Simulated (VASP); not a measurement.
# TaBi (Fm-3m) in VASP: further runs, part 2 of 2

VASP 6.6.1. The steps go on from the part before.

**3. Single point, PBEsol (23.68 Å³/atom)**

Contents of INCAR:

```
  PREC = Accurate
  ENCUT = 520
  EDIFF = 1E-6
  ISMEAR = 0
  SIGMA = 0.05
  LREAL = F
  LASPH = T
  NELM = 100
  ALGO = Normal
  ISIF = 2
  LWAVE = F
  LCHARG = T
  GGA = PS
  LELF = T
  LVHAR = T
  NBANDS = 20
```

Contents of KPOINTS:

```
regular mesh
0
Gamma
  10 10 10
```

Contents of POSCAR:

```
TaBi
1.0
    0.0000000000      2.8715094551      2.8715094551
    2.8715094551      0.0000000000      2.8715094551
    2.8715094551      2.8715094551      0.0000000000
Ta Bi
1 1
Direct
    0.5000000000      0.5000000000      0.5000000000
    0.0000000000      0.0000000000      0.0000000000
```

Potentials or basis: VASP PAW PBE potentials, release 64 (Ta_pv, Bi_d).

On the command line:

```bash
$ cat potpaw_PBE.64/Ta_pv/POTCAR potpaw_PBE.64/Bi_d/POTCAR > POTCAR
$ mpirun -np 1 vasp_std > vasp.out
```

OUTCAR:

```text
PREC = Accurate
   ENCUT = 520
   EDIFF = 1E-6
   ISMEAR = 0
   LREAL = F
   LASPH = T
   NELM = 100
   ISIF = 2
   GGA = PS

 ion  position               nearest neighbor table
   1  0.500  0.500  0.500-   2 2.87   2 2.87   2 2.87   2 2.87   2 2.87   2 2.87
   2  0.000  0.000  0.000-   1 2.87   1 2.87   1 2.87   1 2.87   1 2.87   1 2.87

  LATTYP: Found a face centered cubic cell.
 ALAT       =     5.7430189102

  Lattice vectors:

 A1 = (   0.0000000000,   2.8715094551,   2.8715094551)
 A2 = (   2.8715094551,   0.0000000000,   2.8715094551)
[... 188 lines left out ...]
      4     -15.1228      2.00000
      5     -15.1228      2.00000
      6     -15.0173      2.00000
[... 541 lines left out ...]
     19      16.5112      0.00000
     20      18.2014      0.00000

 [... further k-points ...]
[... 5 lines left out ...]
  --------------------------------------------------------------------------------------
  -------------------------------------------------------------------------------------
  Total        0.0023699      0.0023699      0.0023699      0.0000000      0.0000000      0.0000000
  in kB        0.0801818      0.0801818      0.0801818      0.0000000      0.0000000      0.0000000
  external PRESSURE =       0.0801818 kB  Pullay stress =       0.0000000 kB

 VOLUME and BASIS-vectors are now :
 -----------------------------------------------------------------------------
  energy-cutoff  :      520.00
  volume of cell :       47.35
      direct lattice vectors                 reciprocal lattice vectors
     0.000000000  2.871509455  2.871509455    -0.174124448  0.174124448  0.174124448
     2.871509455  0.000000000  2.871509455     0.174124448 -0.174124448  0.174124448
     2.871509455  2.871509455  0.000000000     0.174124448  0.174124448 -0.174124448

 POSITION                                       TOTAL-FORCE (eV/Angst)
 -----------------------------------------------------------------------------------
      2.87151      2.87151      2.87151        -0.000000      0.000000      0.000000
      0.00000      0.00000      0.00000         0.000000     -0.000000     -0.000000
 -----------------------------------------------------------------------------------
    total drift:                               -0.000000      0.000000      0.000000

  FREE ENERGIE OF THE ION-ELECTRON SYSTEM (eV)
  ---------------------------------------------------
  free  energy   TOTEN  =       -14.7053195802 eV

  energy  without entropy=      -14.7017379526  energy(sigma->0) =      -14.70352877
```

Wall time 64 s (1 thread of Intel Xeon 8259CL, shared host); peak memory 0.2 GiB.

Results:

| Property | Result |
| --- | --- |
| Free energy | -14.7053 eV |
| Pressure | 0.0 GPa |
| Band gap on the k mesh | zero (bands 13 and 14 overlap by 1.08 eV) |

Caveat: the PAW data sets were made with another functional, which shifts forces and pressure a little; spin-orbit coupling is left out, which moves the levels of the heavy elements.

**4. Single point, PBEsol (24.15 Å³/atom)**

This run uses another cell than the first one, of 24.15 Å³/atom.

Contents of INCAR:

```
SYSTEM = TaBi
PREC = Accurate ; ENCUT = 520
EDIFF = 1E-6 ; ISMEAR = 0
SIGMA = 0.05 ; LREAL = .False.
LASPH = .True. ; NELM = 100
ALGO = Normal ; ISIF = 2
LWAVE = .False. ; LCHARG = .False.
GGA = PS ; NBANDS = 20
```

Contents of KPOINTS:

```
Automatic mesh
0
Gamma
  10 10 10
  0 0 0
```

Contents of POSCAR:

```
TaBi
1.0
    0.0000000000      2.8905266282      2.8905266282
    2.8905266282      0.0000000000      2.8905266282
    2.8905266282      2.8905266282      0.0000000000
Ta Bi
1 1
Direct
    0.5000000000      0.5000000000      0.5000000000
    0.0000000000      0.0000000000      0.0000000000
```

Potentials or basis: VASP PAW PBE potentials, release 64 (Ta_pv, Bi_d).

On the command line:

```bash
$ cat potpaw_PBE.64/Ta_pv/POTCAR potpaw_PBE.64/Bi_d/POTCAR > POTCAR
$ mpirun -np 1 vasp_std > vasp.out
```

OUTCAR:

```text
SYSTEM = TaBi
   PREC = Accurate
   ENCUT = 520
   EDIFF = 1E-6
   ISMEAR = 0
   LREAL = .False.
   LASPH = .True.
   NELM = 100
   ISIF = 2
   GGA = PS

 ion  position               nearest neighbor table
   1  0.500  0.500  0.500-   2 2.89   2 2.89   2 2.89   2 2.89   2 2.89   2 2.89
   2  0.000  0.000  0.000-   1 2.89   1 2.89   1 2.89   1 2.89   1 2.89   1 2.89

  LATTYP: Found a face centered cubic cell.
 ALAT       =     5.7810532564

  Lattice vectors:

 A1 = (   0.0000000000,   2.8905266282,   2.8905266282)
 A2 = (   2.8905266282,   0.0000000000,   2.8905266282)
 A3 = (   2.8905266282,   2.8905266282,   0.0000000000)

Analysis of symmetry for initial positions (statically):
=====================================================================
 Subroutine PRICEL returns:
 Original cell was already a primitive cell.

 Routine SETGRP: Setting up the symmetry group for a
 face centered cubic supercell.

 Subroutine GETGRP returns: Found 48 space group operations
 (whereof 48 operations were pure point group operations)
 out of a pool of 48 trial point group operations.

The static configuration has the point symmetry O_h .
[... 152 lines left out ...]

 Free energy of the ion-electron system (eV)
  ---------------------------------------------------
  ext. energy  EPLUGINS =         0.00000000
  ---------------------------------------------------
  free energy    TOTEN  =       -14.69947491 eV

  energy without entropy =      -14.69580192  energy(sigma->0) =      -14.69763842

 E-fermi :   7.7544     XC(G=0): -11.3877

 val. band max:        7.7237549691   @ k =  -0.3000   0.3000   0.1000
 cond. band min:       7.7545609446   @ k =  -0.4000   0.2000   0.0000
 fundamental gap:      0.0308059755
 Fermi energy:         7.7543816504

 k-point     1 :       0.0000    0.0000    0.0000
  band No.  band energies     occupation
      1     -27.6750      2.00000
      2     -27.6750      2.00000
      3     -27.6750      2.00000
      4     -15.3088      2.00000
      5     -15.3088      2.00000
      6     -15.2091      2.00000
[... 541 lines left out ...]
     19      16.1780      0.00000
     20      17.8555      0.00000

 [... further k-points ...]
[... 5 lines left out ...]
  --------------------------------------------------------------------------------------
  -------------------------------------------------------------------------------------
  Total       -0.6310159     -0.6310159     -0.6310159     -0.0000000      0.0000000      0.0000000
  in kB      -20.9309989    -20.9309989    -20.9309989     -0.0000000      0.0000000      0.0000000
  external PRESSURE =     -20.9309989 kB  Pullay stress =       0.0000000 kB

 VOLUME and BASIS-vectors are now :
 -----------------------------------------------------------------------------
  energy-cutoff  :      520.00
  volume of cell :       48.30
      direct lattice vectors                 reciprocal lattice vectors
     0.000000000  2.890526628  2.890526628    -0.172978860  0.172978860  0.172978860
     2.890526628  0.000000000  2.890526628     0.172978860 -0.172978860  0.172978860
     2.890526628  2.890526628  0.000000000     0.172978860  0.172978860 -0.172978860

 POSITION                                       TOTAL-FORCE (eV/Angst)
 -----------------------------------------------------------------------------------
      2.89053      2.89053      2.89053        -0.000000     -0.000000      0.000000
      0.00000      0.00000      0.00000         0.000000      0.000000      0.000000
 -----------------------------------------------------------------------------------
    total drift:                               -0.000000      0.000000      0.000000

  FREE ENERGIE OF THE ION-ELECTRON SYSTEM (eV)
  ---------------------------------------------------
  free  energy   TOTEN  =       -14.6994749124 eV

  energy  without entropy=      -14.6958019185  energy(sigma->0) =      -14.69763842
```

OSZICAR:

```text
N       E                     dE             d eps       ncg     rms          rms(c)
DAV:   1     0.239027456718E+03    0.23903E+03   -0.14264E+04  1880   0.152E+03
DAV:   2    -0.101526010794E+01   -0.24004E+03   -0.23494E+03  1920   0.415E+02
DAV:   3    -0.150618121144E+02   -0.14047E+02   -0.13766E+02  2360   0.103E+02
DAV:   4    -0.154438154229E+02   -0.38200E+00   -0.38034E+00  2160   0.169E+01
DAV:   5    -0.154581513128E+02   -0.14336E-01   -0.14315E-01  2500   0.327E+00    0.938E+00
DAV:   6    -0.147349068083E+02    0.72324E+00   -0.18690E+00  2152   0.760E+00    0.323E+00
DAV:   7    -0.147056175541E+02    0.29289E-01   -0.12269E-01  2248   0.338E+00    0.162E+00
DAV:   8    -0.146999201596E+02    0.56974E-02   -0.20634E-02  2316   0.160E+00    0.189E-01
DAV:   9    -0.146995004936E+02    0.41967E-03   -0.25512E-03  2248   0.601E-01    0.123E-01
DAV:  10    -0.146994776698E+02    0.22824E-04   -0.18412E-04  2404   0.112E-01    0.186E-02
DAV:  11    -0.146994754531E+02    0.22167E-05   -0.97394E-06  2392   0.343E-02    0.724E-03
DAV:  12    -0.146994749124E+02    0.54070E-06   -0.10937E-06  1272   0.124E-02
   1 F= -.14699475E+02 E0= -.14697638E+02  d E =-.367299E-02
```

It took 52 s on 1 thread of Intel Xeon 8259CL, shared host; peak memory 0.2 GiB.

Results:

```
Free energy            : -14.6995 eV
Pressure               : -2.1 GPa
Band gap on the k mesh : zero (bands 13 and 14 overlap by 1.07 eV)
```

Caveat: the PAW data sets were made with another functional, which shifts forces and pressure a little; spin-orbit coupling is left out, which moves the levels of the heavy elements.

**5. Single point, PBEsol (24.62 Å³/atom)**

This run uses another cell than the first one, of 24.62 Å³/atom.

Contents of INCAR:

```
SYSTEM = TaBi
  PREC = Accurate
  ENCUT = 520
  EDIFF = 1E-6
  ISMEAR = 0
  SIGMA = 0.05
  LREAL = .FALSE.
  LASPH = .TRUE.
  NELM = 80
  ALGO = Normal
  ISIF = 2
  LWAVE = .FALSE.
  LCHARG = .FALSE.
  GGA = PS
  NBANDS = 20
```

Contents of KPOINTS:

```
Automatic mesh
0
G
  10 10 10
  0 0 0
```

Contents of POSCAR:

```
TaBi
1.0
    0.0000000000      2.9092968076      2.9092968076
    2.9092968076      0.0000000000      2.9092968076
    2.9092968076      2.9092968076      0.0000000000
Ta Bi
1 1
Direct
    0.5000000000      0.5000000000      0.5000000000
    0.0000000000      0.0000000000      0.0000000000
```

On the command line:

```bash
$ cat potpaw_PBE.64/Ta_pv/POTCAR potpaw_PBE.64/Bi_d/POTCAR > POTCAR
$ mpirun -np 1 vasp_std > vasp.out
```

Wall time 49 s (1 thread of Intel Xeon 8259CL, shared host); peak memory 0.21 GiB.

It converged, with:

```
Free energy            : -14.6819 eV
Pressure               : -4.0 GPa
Band gap on the k mesh : zero (bands 13 and 14 overlap by 1.05 eV)
```

Levels at points of the mesh, in eV from the Fermi level:
```tsv
k point	band 9	band 10	band 11	band 12	band 13	band 14	band 15	band 16	band 17	band 18
(0.00, 0.00, 0.00)	-13.25	-0.94	-0.94	-0.94	-0.29	-0.29	0.67	0.67	0.67	2.43
(0.50, 0.00, 0.00)	-11.37	-6.60	-3.43	-3.43	0.36	0.36	0.47	2.79	5.68	5.68
(0.50, 0.50, 0.00)	-11.63	-4.66	-2.27	-1.72	-1.72	0.20	0.38	0.99	0.99	2.70
```

Caveat: the cell stands under tension; the PAW data sets were made with another functional, which shifts forces and pressure a little; spin-orbit coupling is left out, which moves the levels of the heavy elements.

**6. Summary**

```csv
cell,gap on the mesh (eV),pressure (GPa)
"a = 4.059 Å, angles 60.0°, 2 atoms",none,0.2
"a = 4.061 Å, angles 60.0°, 2 atoms",none,0.0
"a = 4.088 Å, angles 60.0°, 2 atoms",none,-2.1
"a = 4.114 Å, angles 60.0°, 2 atoms",none,-4.0
```

Alike in all rows: task single point; level PBEsol; potentials or basis VASP PAW PBE potentials, release 64 (Ta_pv, Bi_d); no spin polarisation; k mesh 10 × 10 × 10; cutoff (eV) 520; smearing gaussian 0.05 eV.

Caveats: the PAW data sets were made with another functional, which shifts forces and pressure a little; spin-orbit coupling is left out, which moves the levels of the heavy elements; the cell stands under tension (at least some runs).

Total energies depend on the potentials used, so only differences within one code and one set of settings carry meaning.
